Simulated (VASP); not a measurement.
# W16N (a cell with a defect) in VASP: single point with PBE

Aim: the single point of W16N (a cell with a defect) with PBE.

All numbers are computed with VASP 6.6.1; they aren't measurements. Logs are shortened: lines on timing, memory, paths and dates and some standing lists are left out, and cuts for length are marked.

## Step 1: The cell of the first run

The cell holds a defect, 17 atoms: a = 6.368 Å, b = 6.368 Å, c = 6.368 Å, α = 90.00°, β = 90.00°, γ = 90.00°.

## Step 2: Single point, PBE

Input file INCAR:

```
SYSTEM = W16N
PREC = Accurate
ENCUT = 520
EDIFF = 1E-6
ISMEAR = 1
SIGMA = 0.1
LREAL = Auto
LASPH = .TRUE.
NELM = 60
ALGO = Normal
ISIF = 2
LWAVE = .FALSE.
LCHARG = .FALSE.
GGA = PE
NBANDS = 128
```

Input file KPOINTS:

```
Automatic mesh
0
G
  3 3 3
  0 0 0
```

Input file POSCAR:

```
W16N
1.0
    6.3684112200      0.0000000000      0.0000000000
    0.0000000000      6.3684112200      0.0000000000
    0.0000000000      0.0000000000      6.3684112200
W N
16 1
Direct
    0.0047575445     -0.0066767045     -0.0011035720
    0.2498020220      0.2522175382      0.2477935148
    0.0014075724     -0.0032857489      0.4988829851
    0.2498029642      0.2522140836      0.7499848604
    0.0032603108      0.5024710072     -0.0011131505
    0.2498012369      0.7579508975      0.2480951599
    0.0148539403      0.5069798241      0.4988771752
    0.2498020220      0.7579504264      0.7496511822
    0.4947951524     -0.0066925641     -0.0011037290
    0.7497486948      0.2431287721      0.2190555779
    0.4981231410     -0.0033119721      0.4988831422
    0.7497502650      0.2430753836      0.7787268800
    0.4963285019      0.5024708502     -0.0011139356
    0.7497873229      0.7568477966      0.2478731265
    0.4848476164      0.5068896917      0.4988763901
    0.7497884221      0.7568432429      0.7498967694
    0.7499454471      0.3502798301      0.4988963323
```

Potentials or basis: VASP PAW PBE potentials, release 64 (W_sv, N).

Started as:

```console
$ cat potpaw_PBE.64/W_sv/POTCAR potpaw_PBE.64/N/POTCAR > POTCAR
$ mpirun -np 1 vasp_std > vasp.out
```

OUTCAR:

```text
SYSTEM = W16N
   PREC = Accurate
   ENCUT = 520
   EDIFF = 1E-6
   ISMEAR = 1
   LREAL = Auto
   LASPH = .TRUE.
   NELM = 60
   ISIF = 2
   GGA = PE

 ion  position               nearest neighbor table
   1  0.005  0.993  0.999-  12 2.67  10 2.67   6 2.68   8 2.68  14 2.72  16 2.72   2 2.77   4 2.77
                             9 3.12   5 3.13   3 3.18   3 3.18   5 3.24   9 3.25
   2  0.250  0.252  0.248-  15 2.73   7 2.73  13 2.74   5 2.74   9 2.77   1 2.77  11 2.78   3 2.78
                             6 3.15   4 3.17  10 3.19  10 3.19   4 3.20   6 3.22
   3  0.001  0.997  0.499-   8 2.71   6 2.71  14 2.73  16 2.73   2 2.78   4 2.78  12 2.86  10 2.86
                             7 3.12  11 3.16   1 3.18   1 3.18  11 3.21   7 3.25
   4  0.250  0.252  0.750-  15 2.73   7 2.73  13 2.74   5 2.74   9 2.77   1 2.77  11 2.78   3 2.78
                             8 3.15   2 3.17  12 3.19  12 3.19   2 3.20   8 3.22
   5  0.003  0.502  0.999-  10 2.70  12 2.70   4 2.74   2 2.74   6 2.76   8 2.76  16 2.78  14 2.78
                             1 3.13  13 3.14   7 3.19   7 3.19  13 3.23   1 3.24
   6  0.250  0.758  0.248-   9 2.68   1 2.68   7 2.71  15 2.71  11 2.71   3 2.71  13 2.76   5 2.76
                             2 3.15   8 3.17  14 3.18  14 3.18   8 3.19   2 3.22
   7  0.015  0.507  0.499-  17 1.96   8 2.71   6 2.71   2 2.73   4 2.73  14 2.82  16 2.82  10 2.97
                            12 2.98  15 2.99   3 3.12   5 3.19   5 3.19   3 3.25  15 3.38
   8  0.250  0.758  0.750-   9 2.68   1 2.68   7 2.71  15 2.71  11 2.71   3 2.71  13 2.76   5 2.76
                             4 3.15   6 3.17  16 3.18  16 3.18   6 3.19   4 3.22
   9  0.495  0.993  0.999-  12 2.67  10 2.67   6 2.68   8 2.68  14 2.72  16 2.72   2 2.77   4 2.77
                             1 3.12  13 3.13  11 3.18  11 3.18  13 3.24   1 3.25
  10  0.750  0.243  0.219-  17 1.91   9 2.67   1 2.67  13 2.70   5 2.70  12 2.80  11 2.86   3 2.86
                            15 2.97   7 2.97  14 3.10   2 3.19   2 3.19  14 3.28
  11  0.498  0.997  0.499-   8 2.71   6 2.71  14 2.73  16 2.73   2 2.78   4 2.78  12 2.86  10 2.86
                            15 3.12   3 3.16   9 3.18   9 3.18   3 3.21  15 3.25
  12  0.750  0.243  0.779-  17 1.91   9 2.67   1 2.67  13 2.70   5 2.70  10 2.80  11 2.86   3 2.86
                            15 2.97   7 2.98  16 3.10   4 3.19   4 3.19  16 3.28
  13  0.496  0.502  0.999-  10 2.70  12 2.70   4 2.74   2 2.74   6 2.76   8 2.76  16 2.78  14 2.78
                             9 3.13   5 3.14  15 3.19  15 3.19   5 3.23   9 3.24
  14  0.750  0.757  0.248-   1 2.72   9 2.72   3 2.73  11 2.73  13 2.78   5 2.78  15 2.82   7 2.82
                            10 3.10  16 3.17   6 3.18   6 3.18  16 3.20  10 3.28
  15  0.485  0.507  0.499-  17 1.96   8 2.71   6 2.71   2 2.73   4 2.73  14 2.82  16 2.82  10 2.97
                            12 2.97   7 2.99  11 3.12  13 3.19  13 3.19  11 3.25   7 3.38
  16  0.750  0.757  0.750-   1 2.72   9 2.72   3 2.73  11 2.73  13 2.78   5 2.78  15 2.82   7 2.82
                            12 3.10  14 3.17   8 3.18   8 3.18  14 3.20  12 3.28
  17  0.750  0.350  0.499-  10 1.91  12 1.91   7 1.96  15 1.96

  LATTYP: Found a simple cubic cell.
 ALAT       =     6.3684112200

  Lattice vectors:

 A1 = (   6.3684112200,   0.0000000000,   0.0000000000)
 A2 = (   0.0000000000,   6.3684112200,   0.0000000000)
 A3 = (   0.0000000000,   0.0000000000,   6.3684112200)

Analysis of symmetry for initial positions (statically):
=====================================================================
 Subroutine PRICEL returns:
 Original cell was already a primitive cell.

 Routine SETGRP: Setting up the symmetry group for a
 simple cubic supercell.

 Subroutine GETGRP returns: Found  1 space group operations
 (whereof  1 operations were pure point group operations)
 out of a pool of 48 trial point group operations.

The static configuration has the point symmetry C_1 .

Analysis of symmetry for dynamics (positions and initial velocities):
=====================================================================
 Subroutine PRICEL returns:
 Original cell was already a primitive cell.

 Routine SETGRP: Setting up the symmetry group for a
 simple cubic supercell.

 Subroutine GETGRP returns: Found  1 space group operations
 (whereof  1 operations were pure point group operations)
 out of a pool of 48 trial point group operations.

The dynamic configuration has the point symmetry C_1 .

 Subroutine INISYM returns: Found  1 space group operations
 (whereof  1 operations are pure point group operations),
 and found     1 'primitive' translations

----------------------------------------------------------------------------------------

                                     Primitive cell

  volume of cell :     258.2815

  direct lattice vectors                    reciprocal lattice vectors
     6.368411220  0.000000000  0.000000000     0.157025036  0.000000000  0.000000000
     0.000000000  6.368411220  0.000000000     0.000000000  0.157025036  0.000000000
[... 61 lines left out ...]

  Shift w.r.t. Gamma in fractional coordinates (k-lattice)
     0.000000000  0.000000000  0.000000000

 Subroutine IBZKPT returns following result:
 ===========================================

 Found     14 irreducible k-points:

 Following reciprocal coordinates:
            Coordinates               Weight
  0.000000  0.000000  0.000000      1.000000
  0.333333  0.000000  0.000000      2.000000
  0.000000  0.333333  0.000000      2.000000
  0.000000  0.000000  0.333333      2.000000
  0.333333  0.333333  0.000000      2.000000
  0.000000  0.333333  0.333333      2.000000
  0.333333  0.000000  0.333333      2.000000
 -0.333333  0.333333  0.000000      2.000000
 -0.333333  0.000000  0.333333      2.000000
  0.000000 -0.333333  0.333333      2.000000
  0.333333  0.333333  0.333333      2.000000
 -0.333333  0.333333  0.333333      2.000000
 -0.333333 -0.333333  0.333333      2.000000
  0.333333 -0.333333  0.333333      2.000000
   k-points           NKPTS =     14   k-points in BZ     NKDIM =     14   number of bands    NBANDS=    128
   number of dos      NEDOS =    301   number of ions     NIONS =     17
   total plane-waves  NPLWV = 110592
   dimension x,y,z NGX =    48 NGY =   48 NGZ =   48
   dimension x,y,z NGXF=    96 NGYF=   96 NGZF=   96
   ions per type =              16   1
   NGX,Y,Z   is equivalent  to a cutoff of  12.53, 12.53, 12.53 a.u.
   NGXF,Y,Z  is equivalent  to a cutoff of  25.06, 25.06, 25.06 a.u.
 SYSTEM =  W16N
   PREC   = accura    normal or accurate (medium, high low for compatibility)
   ISTART =      0    job   : 0-new  1-cont  2-samecut
   ICHARG =      2    charge: 1-file 2-atom 10-const
   ISPIN  =      1    spin polarized calculation?
   LNONCOLLINEAR =      F non collinear calculations
   LSORBIT =      F    spin-orbit coupling
   LASPH  =      T    aspherical Exc in radial PAW
   ENCUT  =  520.0 eV  38.22 Ry    6.18 a.u.  11.84 11.84 11.84*2*pi/ulx,y,z
   NELM   =     60;   NELMIN=  2; NELMDL= -5     # of ELM steps
   EDIFF  = 0.1E-05   stopping-criterion for ELM
   LREAL  =      T    real-space projection
   EDIFFG = 0.1E-04   stopping-criterion for IOM
   NSW    =      0    number of steps for IOM
[... 5 lines left out ...]
   TEBEG  =    0.0;   TEEND  =   0.0 temperature during run
   PSTRESS=    0.0 pullay stress
   NELECT =     229.0000    total number of electrons
   NUPDOWN=      -1.0000    fix difference up-down
   EMIN   =  10.00;   EMAX   =-10.00  energy-range for DOS
   EFERMI =   0.00;   METHOD = LEGACY
   ISMEAR =     1;   SIGMA  =   0.10  broadening in eV -4-tet -1-fermi 0-gaus
   EFERMI_NEDOS =   21; number of points for ismear=-14 and -15
   IALGO  =     38    algorithm
   IMIX   =      4    mixing-type and parameters
     AMIX     =   0.40;   BMIX     =  1.00
     AMIX_MAG =   1.60;   BMIX_MAG =  1.00
  volume/ion in A,a.u.               =      15.19       102.53
  Fermi-wavevector in a.u.,A,eV,Ry     =   1.572735  2.972038 33.653949  2.473495
  Thomas-Fermi vector in A             =   2.674125
   LORBIT       =      0    0 simple, 1 ext, 2 COOP (PROOUT), +10 PAW based schemes
   GGA     = PE    functional components
   LHFCALC =     F    Hartree Fock is set to
   AEXX    =    0.0000 exact exchange contribution
   IVDW    =     0    specifies the selected vdW correction
   LEPSILON=     F    determine dielectric tensor
   LRPA    =     F    only Hartree local field effects (RPA)
 non-spin polarized calculation
 Methfessel and Paxton  Order N= 1 SIGMA  =   0.10
  energy-cutoff  :      520.00
  volume of cell :      258.28
 maximum number of plane-waves:      6979
   NGX = 23   NGY = 23   NGZ = 23

 number of electron     228.9999985 magnetization

 Free energy of the ion-electron system (eV)
  ---------------------------------------------------
  ext. energy  EPLUGINS =         0.00000000
  ---------------------------------------------------
  free energy    TOTEN  =      -213.24901967 eV

  energy without entropy =     -213.24471864  energy(sigma->0) =     -213.24758600

 E-fermi :  11.4524     XC(G=0): -13.6446

 val. band max:       11.4505539038   @ k =  -0.3333   0.0000   0.3333
 cond. band min:      11.4788357955   @ k =   0.0000  -0.3333   0.3333
 fundamental gap:      0.0282818916
 Fermi energy:        11.4523638118

 k-point     1 :       0.0000    0.0000    0.0000
  band No.  band energies     occupation
      1     -62.7412      2.00000
      2     -62.7065      2.00000
      3     -62.6626      2.00000
      4     -62.6076      2.00000
      5     -62.6042      2.00000
      6     -62.5856      2.00000
[... 1795 lines left out ...]
    125      13.3514     -0.00000
    126      13.4068     -0.00000
 [bands above 126 left out]

------------------------ aborting loop because EDIFF is reached ----------------------------------------

  FORCE on cell =-STRESS in cart. coord.  units (eV):
  Direction    XX          YY          ZZ          XY          YZ          ZX
  --------------------------------------------------------------------------------------
  -------------------------------------------------------------------------------------
  Total       17.3434349     15.5438834     23.5595508      0.0250527     -0.0009842     -0.0001491
  in kB      107.5851674     96.4221508    146.1451111      0.1554072     -0.0061051     -0.0009250
  external PRESSURE =     116.7174764 kB  Pullay stress =       0.0000000 kB

 VOLUME and BASIS-vectors are now :
 -----------------------------------------------------------------------------
  energy-cutoff  :      520.00
  volume of cell :      258.28
      direct lattice vectors                 reciprocal lattice vectors
     6.368411220  0.000000000  0.000000000     0.157025036  0.000000000  0.000000000
     0.000000000  6.368411220  0.000000000     0.000000000  0.157025036  0.000000000
     0.000000000  0.000000000  6.368411220     0.000000000  0.000000000  0.157025036

 POSITION                                       TOTAL-FORCE (eV/Angst)
 -----------------------------------------------------------------------------------
      0.03030      6.32589      6.36138         0.000970     -0.000464     -0.001450
      1.59084      1.60623      1.57805        -0.000216     -0.006112     -0.003421
      0.00896      6.34749      3.17709        -0.003426      0.007838      0.001739
      1.59085      1.60620      4.77621        -0.000465     -0.004208      0.003614
      0.02076      3.19994      6.36132        -0.001084      0.008042     -0.000838
      1.59084      4.82694      1.57997        -0.000546     -0.006470      0.004444
[... 9 lines left out ...]
      4.77496      4.81989      4.77565        -0.000283     -0.008275     -0.002953
      4.77596      2.23073      3.17718        -0.002956     -0.019854      0.001282
 -----------------------------------------------------------------------------------
    total drift:                               -0.002270      0.001143      0.005510

  FREE ENERGIE OF THE ION-ELECTRON SYSTEM (eV)
  ---------------------------------------------------
  free  energy   TOTEN  =      -213.2490196727 eV

  energy  without entropy=     -213.2447186447  energy(sigma->0) =     -213.24758600
```

It took 13 min on 1 thread of Intel Xeon Platinum 8259CL at 2.50GHz (Skylake/Cascade Lake), shared host; peak memory 0.49 GiB.

Results:

```yaml
Free_energy: -213.2490 eV
Pressure: 11.7 GPa
Largest_force: 0.106 eV/Å
Band_gap_on_the_k_mesh: zero (an odd number of electrons rules out a gap without spin polarisation)
```

Forces in eV/Å, atoms in the order of the input:
```
W    0.001  0.000 -0.001
W    0.000 -0.006 -0.003
W   -0.003  0.008  0.002
W    0.000 -0.004  0.004
W   -0.001  0.008 -0.001
W   -0.001 -0.006  0.004
W    0.076  0.051  0.000
W    0.000 -0.005 -0.003
W    0.000 -0.001 -0.001
W    0.001 -0.042 -0.098
W    0.005  0.008  0.001
W    0.001 -0.038  0.095
W    0.000  0.009 -0.001
W    0.000 -0.006  0.004
W   -0.076  0.053  0.001
W    0.000 -0.008 -0.003
N   -0.003 -0.020  0.001
```

Caveat: spin-orbit coupling is left out, which moves the levels of the heavy elements.

The gap in the log of VASP goes by the Fermi energy; the results here count the filled bands.